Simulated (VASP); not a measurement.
# Na3Cl (P4/mmm) in VASP: notebook, part 2 of 2

VASP 6.6.1.

## Step 3: Single point, r2SCAN

This run uses another cell than the first one, of 29.98 Å³/atom, 1.020 times its volume.

File POSCAR:

```
Na3Cl
1.0
    3.5322955106      0.0000000000      0.0000000000
    0.0000000000      3.5322955106      0.0000000000
    0.0000000000      0.0000000000      9.6118080365
Na Cl
3 1
Direct
    0.0000000000      0.0000000000      0.5000000000
    0.5000000000      0.5000000000      0.8256670200
    0.5000000000      0.5000000000      0.1743329800
    0.0000000000      0.0000000000      0.0000000000
```

File INCAR.step1:

```
SYSTEM = Na3Cl
PREC     = Accurate       ! precision mode
ENCUT    = 520            ! plane-wave cutoff, eV
ISMEAR   = -1             ! smearing method
SIGMA    = 0.1            ! smearing width, eV
LREAL    = .FALSE.        ! projectors in reciprocal space
LASPH    = .TRUE.         ! aspherical terms in the spheres
NELM     = 100            ! most SCF steps
NBANDS   = 22             ! bands
GGA      = PE             ! functional
ALGO     = Normal         ! electronic algorithm
EDIFF    = 1E-4           ! SCF threshold, eV
LWAVE    = .TRUE.         ! write WAVECAR
LCHARG   = .FALSE.        ! write CHGCAR
```

File INCAR.step2:

```
SYSTEM = Na3Cl
PREC     = Accurate       ! precision mode
ENCUT    = 520            ! plane-wave cutoff, eV
EDIFF    = 1E-6           ! SCF threshold, eV
ISMEAR   = -1             ! smearing method
SIGMA    = 0.1            ! smearing width, eV
LREAL    = .FALSE.        ! projectors in reciprocal space
LASPH    = .TRUE.         ! aspherical terms in the spheres
NELM     = 100            ! most SCF steps
ALGO     = Normal         ! electronic algorithm
ISIF     = 2              ! what is computed and relaxed
LWAVE    = .FALSE.        ! write WAVECAR
LCHARG   = .FALSE.        ! write CHGCAR
METAGGA  = R2SCAN         ! meta-GGA
LMIXTAU  = .TRUE.       
NBANDS   = 22             ! bands
ISTART   = 1
```

File KPOINTS:

```
regular mesh
0
G
  7 7 3
  0 0 0
```

Potentials or basis: VASP PAW PBE potentials, release 64 (Na_pv, Cl).

Launch:

```
> cat potpaw_PBE.64/Na_pv/POTCAR potpaw_PBE.64/Cl/POTCAR > POTCAR
> cp INCAR.step1 INCAR
> mpirun -np 1 vasp_std > vasp.out
> cp INCAR.step2 INCAR
> mpirun -np 1 vasp_std > vasp.out
```

OUTCAR:

```text
SYSTEM = Na3Cl
   PREC = Accurate
   ENCUT = 520
   EDIFF = 1E-6
   ISMEAR = -1
   LREAL = .FALSE.
   LASPH = .TRUE.
   NELM = 100
   ISIF = 2
   METAGGA = R2SCAN
   ISTART = 1

 ion  position               nearest neighbor table
   1  0.000  0.000  0.500-
   2  0.500  0.500  0.826-
   3  0.500  0.500  0.174-
   4  0.000  0.000  0.000-

  LATTYP: Found a simple tetragonal cell.
 ALAT       =     3.5322955106
 C/A-ratio  =     2.7211222865

  Lattice vectors:

 A1 = (   3.5322955106,   0.0000000000,   0.0000000000)
 A2 = (   0.0000000000,   3.5322955106,   0.0000000000)
 A3 = (   0.0000000000,   0.0000000000,   9.6118080365)

Analysis of symmetry for initial positions (statically):
=====================================================================
 Subroutine PRICEL returns:
 Original cell was already a primitive cell.

 Routine SETGRP: Setting up the symmetry group for a
 simple tetragonal supercell.

 Subroutine GETGRP returns: Found 16 space group operations
 (whereof 16 operations were pure point group operations)
 out of a pool of 16 trial point group operations.

The static configuration has the point symmetry D_4h.

Analysis of symmetry for dynamics (positions and initial velocities):
=====================================================================
 Subroutine PRICEL returns:
 Original cell was already a primitive cell.

 Routine SETGRP: Setting up the symmetry group for a
 simple tetragonal supercell.

 Subroutine GETGRP returns: Found 16 space group operations
 (whereof 16 operations were pure point group operations)
[... 110 lines left out ...]
   TEBEG  =    0.0;   TEEND  =   0.0 temperature during run
   PSTRESS=    0.0 pullay stress
   NELECT =      28.0000    total number of electrons
   NUPDOWN=      -1.0000    fix difference up-down
   EMIN   =  10.00;   EMAX   =-10.00  energy-range for DOS
   EFERMI =   0.00;   METHOD = LEGACY
   ISMEAR =    -1;   SIGMA  =   0.10  broadening in eV -4-tet -1-fermi 0-gaus
   EFERMI_NEDOS =   21; number of points for ismear=-14 and -15
   IALGO  =     38    algorithm
   IMIX   =      4    mixing-type and parameters
     AMIX     =   0.40;   BMIX     =  1.00
     AMIX_MAG =   1.60;   BMIX_MAG =  1.00
  volume/ion in A,a.u.               =      29.98       202.33
  Fermi-wavevector in a.u.,A,eV,Ry     =   1.008063  1.904963 13.826126  1.016192
  Thomas-Fermi vector in A             =   2.140907
   LORBIT       =      0    0 simple, 1 ext, 2 COOP (PROOUT), +10 PAW based schemes
   METAGGA = R2SCAN    functional components
   LHFCALC =     F    Hartree Fock is set to
   AEXX    =    0.0000 exact exchange contribution
   IVDW    =     0    specifies the selected vdW correction
   LEPSILON=     F    determine dielectric tensor
   LRPA    =     F    only Hartree local field effects (RPA)
 non-spin polarized calculation
  energy-cutoff  :      520.00
  volume of cell :      119.93
 maximum number of plane-waves:      3254
 NGX is ok and might be reduce to    28
   NGX = 13   NGY = 13   NGZ = 35

 number of electron      27.9999962 magnetization

 Free energy of the ion-electron system (eV)
  ---------------------------------------------------
  ext. energy  EPLUGINS =         0.00000000
  ---------------------------------------------------
  free energy    TOTEN  =       -20.33364880 eV

  energy without entropy =      -20.29027766  energy(sigma->0) =      -20.31196323

 E-fermi :   1.6450     XC(G=0):  -7.5287

 val. band max:        1.5271679747   @ k =   0.4286   0.1429   0.3333
 cond. band min:       1.6837474119   @ k =   0.2857   0.1429   0.3333
 fundamental gap:      0.1565794372
 Fermi energy:         1.6450167839

 k-point     1 :       0.0000    0.0000    0.0000
  band No.  band energies     occupation
      1     -25.0078      2.00000
      2     -24.9935      2.00000
      3     -24.9935      2.00000
      4     -24.9907      2.00000
      5     -24.9907      2.00000
      6     -24.9788      2.00000
[... 489 lines left out ...]
     21       6.8968      0.00000
     22       7.4624      0.00000

------------------------ aborting loop because EDIFF is reached ----------------------------------------

  FORCE on cell =-STRESS in cart. coord.  units (eV):
  Direction    XX          YY          ZZ          XY          YZ          ZX
  --------------------------------------------------------------------------------------
  -------------------------------------------------------------------------------------
  Total       -0.2639191     -0.2639191     -0.3530567      0.0000000      0.0000000      0.0000000
  in kB       -3.5258370     -3.5258370     -4.7166748      0.0000000      0.0000000      0.0000000
  external PRESSURE =      -3.9227829 kB  Pullay stress =       0.0000000 kB

 VOLUME and BASIS-vectors are now :
 -----------------------------------------------------------------------------
  energy-cutoff  :      520.00
  volume of cell :      119.93
      direct lattice vectors                 reciprocal lattice vectors
     3.532295511  0.000000000  0.000000000     0.283102022  0.000000000  0.000000000
     0.000000000  3.532295511  0.000000000     0.000000000  0.283102022  0.000000000
     0.000000000  0.000000000  9.611808036     0.000000000  0.000000000  0.104038699

 POSITION                                       TOTAL-FORCE (eV/Angst)
 -----------------------------------------------------------------------------------
      0.00000      0.00000      4.80590         0.000000      0.000000      0.000000
      1.76615      1.76615      7.93615         0.000000      0.000000      0.011878
      1.76615      1.76615      1.67566         0.000000     -0.000000     -0.011878
      0.00000      0.00000      0.00000         0.000000      0.000000      0.000000
 -----------------------------------------------------------------------------------
    total drift:                                0.000000      0.000000      0.000000

  FREE ENERGIE OF THE ION-ELECTRON SYSTEM (eV)
  ---------------------------------------------------
  free  energy   TOTEN  =       -20.3336487996 eV

  energy  without entropy=      -20.2902776629  energy(sigma->0) =      -20.31196323
```

OUTCAR.step1:

```text
SYSTEM = Na3Cl
   PREC = Accurate
   ENCUT = 520
   ISMEAR = -1
   LREAL = .FALSE.
   LASPH = .TRUE.
[... 722 lines left out ...]
      1.76615      1.76615      7.93615        -0.000000      0.000000     -0.084307
      1.76615      1.76615      1.67566         0.000000      0.000000      0.084307
      0.00000      0.00000      0.00000         0.000000     -0.000000      0.000000
 -----------------------------------------------------------------------------------
    total drift:                                0.000000      0.000000      0.000000

  FREE ENERGIE OF THE ION-ELECTRON SYSTEM (eV)
  ---------------------------------------------------
  free  energy   TOTEN  =        -8.8860599378 eV

  energy  without entropy=       -8.8410035641  energy(sigma->0) =       -8.86353175
```

Wall time 5.3 min (1 thread of Intel Xeon Platinum 8259CL at 2.50GHz (Skylake/Cascade Lake), shared host); peak memory 0.24 GiB.

Results:

| Item | Value |
| --- | --- |
| Free energy | -20.3336 eV |
| Pressure | -0.4 GPa |
| Largest force | 0.012 eV/Å |
| Band gap on the k mesh | zero (band 14 reaches 3.44 eV, above the bottom of band 15 at 0.39 eV) |

Forces on the atoms (eV/Å):
```
Na   0.000  0.000  0.000
Na   0.000  0.000  0.012
Na   0.000  0.000 -0.012
Cl   0.000  0.000  0.000
```

Stress tensor (GPa, compression positive):
```
-0.35  0.00  0.00
 0.00 -0.35  0.00
 0.00  0.00 -0.47
```

Levels at points of the mesh, in eV from the Fermi level:
| k point | band 10 | band 11 | band 12 | band 13 | band 14 | band 15 | band 16 | band 17 | band 18 | band 19 |
| --- | --- | --- | --- | --- | --- | --- | --- | --- | --- | --- |
| (0.00, 0.00, 0.00) | -17.99 | -6.21 | -4.67 | -4.67 | -2.80 | -0.66 | 1.07 | 3.67 | 5.56 | 6.06 |

Caveat: the PAW data sets were made with another functional, which shifts forces and pressure a little.

## Step 4: Single point, r2SCAN

This run uses another cell than the first one, of 30.56 Å³/atom, 1.039 times its volume.

File POSCAR:

```
Na3Cl
1.0
    3.5547948148      0.0000000000      0.0000000000
    0.0000000000      3.5547948148      0.0000000000
    0.0000000000      0.0000000000      9.6730313944
Na Cl
3 1
Direct
    0.0000000000      0.0000000000      0.5000000000
    0.5000000000      0.5000000000      0.8256670200
    0.5000000000      0.5000000000      0.1743329800
    0.0000000000      0.0000000000      0.0000000000
```

File INCAR.step1:

```
  PREC = Accurate
  ENCUT = 520
  ISMEAR = -1
  SIGMA = 0.1
  LREAL = False
  LASPH = True
  NELM = 60
  NBANDS = 22
  GGA = PE
  ALGO = Normal
  EDIFF = 1E-4
  LWAVE = True
  LCHARG = False
```

File INCAR.step2:

```
  PREC = Accurate
  ENCUT = 520
  EDIFF = 1E-6
  ISMEAR = -1
  SIGMA = 0.1
  LREAL = False
  LASPH = True
  NELM = 60
  ALGO = Normal
  ISIF = 2
  LWAVE = False
  LCHARG = False
  METAGGA = R2SCAN
  LMIXTAU = True
  NBANDS = 22
  ISTART = 1
```

File KPOINTS:

```
regular mesh
0
Gamma
  7 7 3
```

Launch:

```
> cat potpaw_PBE.64/Na_pv/POTCAR potpaw_PBE.64/Cl/POTCAR > POTCAR
> cp INCAR.step1 INCAR
> mpirun -np 1 vasp_std > vasp.out
> cp INCAR.step2 INCAR
> mpirun -np 1 vasp_std > vasp.out
```

It took 5.6 min on 1 thread of Intel Xeon Platinum 8259CL at 2.50GHz (Skylake/Cascade Lake), shared host; peak memory 0.24 GiB.

Results (log left out):

```yaml
Free_energy: -20.3263 eV
Pressure: -0.6 GPa
Largest_force: 0.016 eV/Å
Band_gap_on_the_k_mesh: zero (band 14 reaches 3.34 eV, above the bottom of band 15 at 0.31 eV)
```

Forces on the atoms (eV/Å):
```
Na   0.000  0.000  0.000
Na   0.000  0.000  0.016
Na   0.000  0.000 -0.016
Cl   0.000  0.000  0.000
```

Stress tensor (GPa, compression positive):
```
-0.55  0.00  0.00
 0.00 -0.55  0.00
 0.00  0.00 -0.69
```

Levels at points of the mesh, in eV from the Fermi level:
```csv
k point,band 12,band 13,band 14,band 15,band 16,band 17
"(0.00, 0.00, 0.00)",-4.63,-4.63,-2.77,-0.66,1.03,3.65
```

Caveat: the PAW data sets were made with another functional, which shifts forces and pressure a little.

## Step 5: The runs side by side

```tsv
cell	gap on the mesh (eV)	pressure (GPa)	largest force (eV/Å)
a = 3.510, b = 3.510, c = 9.550 Å, 4 atoms	none	-0.1	0.02
a = 3.532, b = 3.532, c = 9.612 Å, 4 atoms	none	-0.4	0.01
a = 3.555, b = 3.555, c = 9.673 Å, 4 atoms	none	-0.6	0.02
```

Alike in all rows: task single point; level r2SCAN; potentials or basis VASP PAW PBE potentials, release 64 (Na_pv, Cl); no spin polarisation; k mesh 7 × 7 × 3; cutoff (eV) 520; smearing fermi-dirac 0.1 eV.

Caveats: the PAW data sets were made with another functional, which shifts forces and pressure a little.

Total energies depend on the potentials used, so only differences within one code and one set of settings carry meaning.
